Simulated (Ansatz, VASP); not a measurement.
# One calculation of Pd, two programs

```
Pd
1.0
     0.00000    2.01584    2.01584
     2.01584    0.00000    2.01584
     2.01584    2.01584    0.00000
Pd
1
Direct
  0.00000 0.00000 0.00000
```

Alike in both runs: task single point; functional BLYP; k mesh 22 × 22 × 22; occupations fermi-dirac, width 0.1 eV; no spin polarisation.

|  | VASP | Ansatz |
| --- | --- | --- |
| version | VASP 6.6.1 | Ansatz 0.2.0 |
| potentials or method | VASP PAW PBE potentials, release 64 (Pd), cutoff 520 eV | plane waves (420 eV) with PAW, scalar-relativistic |
| valence electrons in the cell | 10 | 18 |

Ansatz gave:

```
pressure (GPa) : -0.1
```

Question: Estimate VASP's values.

Answer: Pressure (GPa): 0.2.

VASP's potentials were made for PBE, not for BLYP. VASP's potentials hold 10 valence electrons a cell and Ansatz's 18, so a difference there can come from the potentials and not from the codes.
